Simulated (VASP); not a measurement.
MgB2:

```
Mg B
1.0
     3.08500    0.00000    0.00000
    -1.54250    2.67169    0.00000
     0.00000    0.00000    3.52300
Mg B
1 2
Cartesian
  0.0000 0.0000 0.0000
  1.5425 0.8906 1.7615
  0.0000 1.7811 1.7615
```

```yaml
Program: VASP 6.6.1
Task: relaxation of cell and atoms
Functional: PBE
Dispersion: D4
Potentials_or_basis: VASP PAW PBE potentials, release 64 (Mg, B)
Cutoff: 600 eV
k_mesh: 10 × 10 × 8
Occupations: fermi-dirac, width 0.05 eV
Spin: no spin polarisation
```

At the start: pressure -5.1 GPa; volume 9.68 Å³/atom.

Problem. How do energy, volume and symmetry change on relaxing?

Solution. Over 5 steps the energy falls by 6.2 meV/atom and the volume is 9.32 Å³/atom (-3.7 %); space group P6/mmm (No. 191, to 0.05 Å).

The path:
| step | energy change (eV) | largest force (eV/Å) | pressure (GPa) | volume (Å³) |
| --- | --- | --- | --- | --- |
| 1 | 0.0000 | 0.0000 | -5.13 | 29.04 |
| 2 | -0.0157 | 0.0000 | 1.66 | 27.75 |
| 3 | -0.0169 | 0.0000 | 0.14 | 28.02 |
| 4 | -0.0185 | 0.0000 | 0.06 | 27.98 |
| 5 | -0.0186 | 0.0000 | 0.02 | 27.96 |

Final structure:
```
Mg B
1.0
     3.05999    0.00000    0.00000
    -1.53000    2.65003    0.00000
     0.00000    0.00000    3.44778
Mg B
1 2
Direct
  0.00000 0.00000 0.00000
  0.66667 0.33333 0.50000
  0.33333 0.66667 0.50000
```

Caveat: pairwise dispersion overbinds metals, which lowers pressure and volume.
